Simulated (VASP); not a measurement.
# HfB (Fm-3m) in VASP: notebook, part 3 of 3

VASP 6.6.1.

## (5) Relaxation of cell and atoms, r2SCAN+U

POSCAR reads:

```
HfB
1.0
    0.0000000000      2.3100000000      2.3100000000
    2.3100000000      0.0000000000      2.3100000000
    2.3100000000      2.3100000000      0.0000000000
Hf B
1 1
Direct
    0.5000000000      0.5000000000      0.5000000000
    0.0000000000      0.0000000000      0.0000000000
```

INCAR.step1 reads:

```
SYSTEM = HfB
  ALGO = Normal
  EDIFF = 1E-4
  ENCUT = 600
  GGA = PE
  ISMEAR = -1
  LASPH = .True.
  LCHARG = .False.
  LDAU = .True.
  LDAUJ = 0 0
  LDAUL = 2 -1
  LDAUTYPE = 2
  LDAUU = 6 0
  LMAXMIX = 4
  LREAL = .False.
  LWAVE = .True.
  NELM = 150
  PREC = Accurate
  SIGMA = 0.05
```

INCAR.step2 reads:

```
SYSTEM = HfB
  ALGO = Normal
  EDIFF = 1E-6
  EDIFFG = -0.01
  ENCUT = 600
  IBRION = 2
  ISIF = 3
  ISMEAR = -1
  ISTART = 1
  LASPH = .True.
  LCHARG = .False.
  LDAU = .True.
  LDAUJ = 0 0
  LDAUL = 2 -1
  LDAUPRINT = 1
  LDAUTYPE = 2
  LDAUU = 6 0
  LMAXMIX = 4
  LMIXTAU = .True.
  LREAL = .False.
  LWAVE = .False.
  METAGGA = R2SCAN
  NELM = 150
  NSW = 60
  PREC = Accurate
  SIGMA = 0.05
```

KPOINTS reads:

```
k-points
0
Gamma
  10 10 10
  0 0 0
```

Potentials or basis: VASP PAW PBE potentials, release 64 (Hf_pv, B).

Started as:

```bash
cat potpaw_PBE.64/Hf_pv/POTCAR potpaw_PBE.64/B/POTCAR > POTCAR
cp INCAR.step1 INCAR
mpirun -np 1 vasp_std > vasp.out
cp INCAR.step2 INCAR
mpirun -np 1 vasp_std > vasp.out
```

OUTCAR:

```text
SYSTEM = HfB
   EDIFF = 1E-6
   EDIFFG = -0.01
   ENCUT = 600
   IBRION = 2
   ISIF = 3
   ISMEAR = -1
   ISTART = 1
   LASPH = .True.
   LREAL = .False.
   METAGGA = R2SCAN
   NELM = 150
   NSW = 60
   PREC = Accurate

 ion  position               nearest neighbor table
   1  0.500  0.500  0.500-   2 2.31   2 2.31   2 2.31   2 2.31   2 2.31   2 2.31
   2  0.000  0.000  0.000-   1 2.31   1 2.31   1 2.31   1 2.31   1 2.31   1 2.31

  LATTYP: Found a face centered cubic cell.
 ALAT       =     4.6200000000

  Lattice vectors:

 A1 = (   0.0000000000,   2.3100000000,   2.3100000000)
 A2 = (   2.3100000000,   0.0000000000,   2.3100000000)
 A3 = (   2.3100000000,   2.3100000000,   0.0000000000)

Analysis of symmetry for initial positions (statically):
=====================================================================
 Subroutine PRICEL returns:
 Original cell was already a primitive cell.

 Routine SETGRP: Setting up the symmetry group for a
 face centered cubic supercell.

 Subroutine GETGRP returns: Found 48 space group operations
 (whereof 48 operations were pure point group operations)
 out of a pool of 48 trial point group operations.

The static configuration has the point symmetry O_h .

Analysis of symmetry for dynamics (positions and initial velocities):
=====================================================================
 Subroutine PRICEL returns:
 Original cell was already a primitive cell.

 Routine SETGRP: Setting up the symmetry group for a
 face centered cubic supercell.

 Subroutine GETGRP returns: Found 48 space group operations
 (whereof 48 operations were pure point group operations)
 out of a pool of 48 trial point group operations.

The dynamic configuration has the point symmetry O_h .

 Subroutine INISYM returns: Found 48 space group operations
 (whereof 48 operations are pure point group operations),
 and found     1 'primitive' translations

----------------------------------------------------------------------------------------

                                     Primitive cell

  volume of cell :      24.6528

  direct lattice vectors                    reciprocal lattice vectors
     0.000000000  2.310000000  2.310000000    -0.216450216  0.216450216  0.216450216
     2.310000000  0.000000000  2.310000000     0.216450216 -0.216450216  0.216450216
     2.310000000  2.310000000  0.000000000     0.216450216  0.216450216 -0.216450216

  length of vectors
     3.266833329  3.266833329  3.266833329     0.374902772  0.374902772  0.374902772

  position of ions in fractional coordinates (direct lattice)
     0.500000000  0.500000000  0.500000000
     0.000000000  0.000000000  0.000000000

  ion indices of the primitive-cell ions
   primitive index   ion index
                 1           1
                 2           2

[... 120 lines left out ...]
  ext. energy  EPLUGINS =         0.00000000
  ---------------------------------------------------
  free energy    TOTEN  =       -48.92090890 eV

  energy without entropy =      -48.91605320  energy(sigma->0) =      -48.91848105

------------------------ aborting loop because EDIFF is reached ----------------------------------------

  FORCE on cell =-STRESS in cart. coord.  units (eV):
  Direction    XX          YY          ZZ          XY          YZ          ZX
  --------------------------------------------------------------------------------------
  -------------------------------------------------------------------------------------
  Total        8.1697055      8.1697055      8.1697055      0.0000000      0.0000000     -0.0000000
  in kB      530.9468479    530.9468479    530.9468479      0.0000000      0.0000000     -0.0000000
  external PRESSURE =     530.9468479 kB  Pullay stress =       0.0000000 kB
[... 23 lines left out ...]
--------------------------------------- Ionic step        2  -------------------------------------------

 number of electron      12.9999999 magnetization

 E-fermi :   2.7604     XC(G=0): -10.6068

 val. band max:        2.7343030781   @ k =   0.5000   0.4000   0.1000
 cond. band min:       2.8706608508   @ k =  -0.2000   0.1000   0.0000
 fundamental gap:      0.1363577727
 Fermi energy:         2.7604317771

 k-point     1 :       0.0000    0.0000    0.0000
  band No.  band energies     occupation
      1     -31.0009      2.00000
      2     -31.0009      2.00000
      3     -31.0009      2.00000
      4      -5.9260      2.00000
      5       5.1598      0.00000
      6       5.1598      0.00000
      7       5.1598      0.00000
      8       5.2722      0.00000
      9       5.2722      0.00000
     10       5.2722      0.00000
[... 364 lines left out ...]
  FREE ENERGIE OF THE ION-ELECTRON SYSTEM (eV)
  ---------------------------------------------------
  free  energy   TOTEN  =       -49.7679070025 eV

  energy  without entropy=      -49.7618246496  energy(sigma->0) =      -49.76486583

[... ionic steps 4 to 14 ...]

--------------------------------------- Ionic step       15  -------------------------------------------

 number of electron      12.9999999 magnetization

------------------------ aborting loop because EDIFF is reached ----------------------------------------
[... 61 lines left out ...]
  FREE ENERGIE OF THE ION-ELECTRON SYSTEM (eV)
  ---------------------------------------------------
  free  energy   TOTEN  =       -49.7716880833 eV

  energy  without entropy=      -49.7659090547  energy(sigma->0) =      -49.76879857

atom =   1  type =  1  l = 2

 onsite density matrix

spin component  1

  0.0760  0.0000  0.0000  0.0000 -0.0000
  0.0000  0.0760  0.0000  0.0000 -0.0000
  0.0000  0.0000  0.2122  0.0000 -0.0000
  0.0000  0.0000  0.0000  0.0760  0.0000
 -0.0000 -0.0000 -0.0000  0.0000  0.2122

spin component  2

  0.0760  0.0000  0.0000  0.0000 -0.0000
  0.0000  0.0760  0.0000  0.0000 -0.0000
  0.0000  0.0000  0.2122  0.0000 -0.0000
  0.0000  0.0000  0.0000  0.0760  0.0000
 -0.0000 -0.0000 -0.0000  0.0000  0.2122

 occupancies and eigenvectors

  o =  0.0760  v =  0.0000  0.0117 -0.0000  0.9999 -0.0000  0.0000  0.0000  0.0000  0.0000  0.0000      0.0000  0.0000  0.0000  0.0000  0.0000  0.0000  0.0000  0.0000  0.0000  0.0000
  o =  0.0760  v =  0.0000  0.0000  0.0000  0.0000  0.0000  0.0000  0.0117 -0.0000  0.9999 -0.0000      0.0000  0.0000  0.0000  0.0000  0.0000  0.0000  0.0000  0.0000  0.0000  0.0000
  o =  0.0760  v =  1.0000  0.0000  0.0000  0.0000  0.0000  0.0000  0.0000  0.0000  0.0000  0.0000      0.0000  0.0000  0.0000  0.0000  0.0000  0.0000  0.0000  0.0000  0.0000  0.0000
  o =  0.0760  v =  0.0000  0.0000  0.0000  0.0000  0.0000  1.0000  0.0000  0.0000  0.0000  0.0000      0.0000  0.0000  0.0000  0.0000  0.0000  0.0000  0.0000  0.0000  0.0000  0.0000
  o =  0.0760  v =  0.0000  0.9999  0.0000 -0.0117  0.0000  0.0000  0.0000  0.0000  0.0000  0.0000      0.0000  0.0000  0.0000  0.0000  0.0000  0.0000  0.0000  0.0000  0.0000  0.0000
  o =  0.0760  v =  0.0000  0.0000  0.0000  0.0000  0.0000  0.0000  0.9999  0.0000 -0.0117  0.0000      0.0000  0.0000  0.0000  0.0000  0.0000  0.0000  0.0000  0.0000  0.0000  0.0000
  o =  0.2122  v =  0.0000  0.0000  0.0000  0.0000  0.0000  0.0000  0.0000 -0.9944 -0.0000  0.1058      0.0000  0.0000  0.0000  0.0000  0.0000  0.0000  0.0000  0.0000  0.0000  0.0000
  o =  0.2122  v =  0.0000  0.0000 -0.9944 -0.0000  0.1058  0.0000  0.0000  0.0000  0.0000  0.0000      0.0000  0.0000  0.0000  0.0000  0.0000  0.0000  0.0000  0.0000  0.0000  0.0000
  o =  0.2122  v =  0.0000  0.0000  0.0000  0.0000  0.0000  0.0000 -0.0000  0.1058  0.0000  0.9944      0.0000  0.0000  0.0000  0.0000  0.0000  0.0000  0.0000  0.0000  0.0000  0.0000
  o =  0.2122  v =  0.0000 -0.0000  0.1058  0.0000  0.9944  0.0000  0.0000  0.0000  0.0000  0.0000      0.0000  0.0000  0.0000  0.0000  0.0000  0.0000  0.0000  0.0000  0.0000  0.0000

--------------------------------------- Ionic step       17  -------------------------------------------

 number of electron      12.9999999 magnetization

 Free energy of the ion-electron system (eV)
  ---------------------------------------------------
  ext. energy  EPLUGINS =         0.00000000
  ---------------------------------------------------
  free energy    TOTEN  =       -49.77169381 eV

  energy without entropy =      -49.76590648  energy(sigma->0) =      -49.76880014

 E-fermi :   4.4907     XC(G=0): -12.0744

 val. band max:        4.4764424982   @ k =  -0.2000   0.1000   0.0000
 cond. band min:       4.5721347797   @ k =  -0.4000   0.5000   0.1000
 fundamental gap:      0.0956922815
 Fermi energy:         4.4907466754

 k-point     1 :       0.0000    0.0000    0.0000
  band No.  band energies     occupation
      1     -27.5401      2.00000
      2     -27.5401      2.00000
      3     -27.5401      2.00000
      4      -5.5137      2.00000
      5       7.3986      0.00000
      6       7.3986      0.00000
      7       7.3986      0.00000
      8       7.6257      0.00000
      9       7.6257      0.00000
     10       7.6257      0.00000
[... 328 lines left out ...]
  FREE ENERGIE OF THE ION-ELECTRON SYSTEM (eV)
  ---------------------------------------------------
  free  energy   TOTEN  =       -49.7716938141 eV

  energy  without entropy=      -49.7659064753  energy(sigma->0) =      -49.76880014

 reached required accuracy - stopping structural energy minimisation
```

It took 9 min on 1 thread of Intel Xeon 6975P-C (Granite Rapids), shared host; peak memory 0.19 GiB.

What came out:

- Free energy: -49.7717 eV
- Relaxed volume: 15.39 Å³/atom
- Relaxed cell: a = 3.517 Å, b = 3.517 Å, c = 3.517 Å, α = 60.00°, β = 60.00°, γ = 60.00°
- Space group after relaxing (to 0.1 Å): Fm-3m (No. 225)
- Energy gained by relaxing: 425.4 meV/atom
- Ionic steps: 17
- Pressure after relaxing: 0.0 GPa
- Band gap on the k mesh: zero (an odd number of electrons rules out a gap without spin polarisation)

The path:
```
step  energy change (eV)  largest force (eV/Å)  pressure (GPa)  volume (Å³)
   1              0.0000                0.0000           53.09        24.65
   2              0.4055                0.0000          -27.00        42.29
   3             -0.8470                0.0000           -2.45        31.27
   4             -0.8506                0.0000           -0.53        30.88
   5             -0.8508                0.0000            0.33        30.75
   6             -0.8508                0.0000            0.15        30.75
   7             -0.8508                0.0000            0.15        30.75
   8             -0.8508                0.0000            0.15        30.75
   9             -0.8508                0.0000            0.15        30.75
  10             -0.8508                0.0000            0.14        30.75
  11             -0.8508                0.0000            0.14        30.75
  12             -0.8508                0.0000            0.14        30.75
  13             -0.8508                0.0000            0.14        30.75
  14             -0.8508                0.0000            0.14        30.75
  15             -0.8508                0.0000            0.14        30.75
  16             -0.8508                0.0000            0.13        30.76
  17             -0.8508                0.0000            0.00        30.77
```

Final structure:
```yaml
crystal:
  lattice:
    - [0.00000, 2.48720, 2.48720]
    - [2.48720, 0.00000, 2.48720]
    - [2.48720, 2.48720, 0.00000]
  atoms:
    - { symbol: Hf, position: [0.50000, 0.50000, 0.50000] }
    - { symbol: B, position: [0.00000, 0.00000, 0.00000] }
```

Eigenvalues of the final occupation matrices:
| site | spin | trace | eigenvalues |
| --- | --- | --- | --- |
| site 1 d | 1 | 0.65 | 0.08 0.08 0.08 0.21 0.21 |
| site 1 d | 2 | 0.65 | 0.08 0.08 0.08 0.21 0.21 |

Caveat: the volume moved by over 15 % at a fixed basis, so the end points are rough; the PAW data sets were made with another functional, which shifts forces and pressure a little; spin-orbit coupling is left out, which moves the levels of the heavy elements; U without spin polarisation on a metal has little footing; the U is typed as a test and isn't derived for this compound. Zero-point motion and thermal expansion aren't in these numbers.

## (6) Relaxation of cell and atoms, r2SCAN+U

POSCAR is that of step 5.

INCAR.step1 reads:

```
SYSTEM = HfB
  PREC = Accurate
  ENCUT = 600
  ISMEAR = -1
  SIGMA = 0.05
  LREAL = .False.
  LASPH = .True.
  NELM = 150
  LMAXMIX = 4
  LDAU = .True.
  LDAUTYPE = 2
  LDAUL = 2 -1
  LDAUU = 8 0
  LDAUJ = 0 0
  GGA = PE
  ALGO = Normal
  EDIFF = 1E-4
  LWAVE = .True.
  LCHARG = .False.
```

INCAR.step2 reads:

```
SYSTEM = HfB
  PREC = Accurate
  ENCUT = 600
  EDIFF = 1E-6
  ISMEAR = -1
  SIGMA = 0.05
  LREAL = .False.
  LASPH = .True.
  NELM = 150
  ALGO = Normal
  ISIF = 3
  LWAVE = .False.
  LCHARG = .False.
  LMAXMIX = 4
  LDAU = .True.
  LDAUTYPE = 2
  LDAUL = 2 -1
  LDAUU = 8 0
  LDAUJ = 0 0
  LDAUPRINT = 1
  METAGGA = R2SCAN
  LMIXTAU = .True.
  IBRION = 2
  NSW = 60
  EDIFFG = -0.01
  ISTART = 1
```

KPOINTS reads:

```
Automatic mesh
0
Gamma
  10 10 10
  0 0 0
```

Potentials or basis: VASP PAW PBE potentials, release 64 (Hf_pv, B).

Started as:

```bash
cat potpaw_PBE.64/Hf_pv/POTCAR potpaw_PBE.64/B/POTCAR > POTCAR
cp INCAR.step1 INCAR
mpirun -np 1 vasp_std > vasp.out
cp INCAR.step2 INCAR
mpirun -np 1 vasp_std > vasp.out
```

It took 5.8 min on 1 thread of Intel Xeon 6975P-C (Granite Rapids), shared host; peak memory 0.18 GiB.

It converged, with:

```
Free energy                           : -48.7284 eV
Relaxed volume                        : 15.87 Å³/atom
Relaxed cell                          : a = 3.554 Å, b = 3.554 Å, c = 3.554 Å, α = 60.00°, β = 60.00°, γ = 60.00°
Space group after relaxing (to 0.1 Å) : Fm-3m (No. 225)
Energy gained by relaxing             : 554.3 meV/atom
Ionic steps                           : 5
Pressure after relaxing               : 0.0 GPa
Band gap on the k mesh                : zero (an odd number of electrons rules out a gap without spin polarisation)
```

The path:
| step | energy change (eV) | largest force (eV/Å) | pressure (GPa) | volume (Å³) |
| --- | --- | --- | --- | --- |
| 1 | 0.0000 | 0.0000 | 61.19 | 24.65 |
| 2 | 0.4563 | 0.0000 | -27.01 | 45.55 |
| 3 | -1.1028 | 0.0000 | -2.90 | 32.39 |
| 4 | -1.1083 | 0.0000 | -0.68 | 31.90 |
| 5 | -1.1085 | 0.0000 | 0.02 | 31.74 |

Final structure:
```yaml
crystal:
  lattice:
    - [0.00000, 2.51297, 2.51297]
    - [2.51297, 0.00000, 2.51297]
    - [2.51297, 2.51297, 0.00000]
  atoms:
    - { symbol: Hf, position: [0.50000, 0.50000, 0.50000] }
    - { symbol: B, position: [0.00000, 0.00000, 0.00000] }
```

Levels at points of the mesh, in eV from the Fermi level:
```tsv
k point	band 3	band 4	band 5	band 6	band 7	band 8	band 9	band 10
(0.00, 0.00, 0.00)	-32.68	-10.06	2.95	2.95	2.95	3.13	3.13	3.13
(0.50, 0.00, 0.00)	-32.71	-5.85	-4.96	-0.92	-0.92	6.58	6.66	6.66
(0.50, 0.50, 0.00)	-32.77	-6.80	-2.46	0.11	1.02	1.02	5.48	6.15
```

Eigenvalues of the final occupation matrices:
| site | spin | trace | eigenvalues |
| --- | --- | --- | --- |
| site 1 d | 1 | 0.59 | 0.06 0.06 0.06 0.20 0.20 |
| site 1 d | 2 | 0.59 | 0.06 0.06 0.06 0.20 0.20 |

Caveat: the volume moved by over 15 % at a fixed basis, so the end points are rough; the PAW data sets were made with another functional, which shifts forces and pressure a little; spin-orbit coupling is left out, which moves the levels of the heavy elements; U without spin polarisation on a metal has little footing; the U is typed as a test and isn't derived for this compound. Zero-point motion and thermal expansion aren't in these numbers.

## (7) Overview

```csv
U,gap on the mesh (eV),pressure (GPa),relaxed volume (Å³/atom)
Hf d U = 3.0 eV,none,0.0,14.70
Hf d U = 4.0 eV,none,0.1,14.92
Hf d U = 5.0 eV,none,0.0,15.16
Hf d U = 6.0 eV,none,0.0,15.39
Hf d U = 8.0 eV,none,0.0,15.87
```

Alike in all rows: task relaxation of cell and atoms; level r2SCAN+U; potentials or basis VASP PAW PBE potentials, release 64 (Hf_pv, B); no spin polarisation; cell relaxed; k mesh 10 × 10 × 10; cutoff (eV) 600; smearing fermi-dirac 0.05 eV.

Caveats: the volume moved by over 15 % at a fixed basis, so the end points are rough; the PAW data sets were made with another functional, which shifts forces and pressure a little; spin-orbit coupling is left out, which moves the levels of the heavy elements; U without spin polarisation on a metal has little footing; the U is typed as a test and isn't derived for this compound.

Absolute energies hang on the potentials; compare differences alone.

The gap in the log of VASP goes by the Fermi energy; the results here count the filled bands.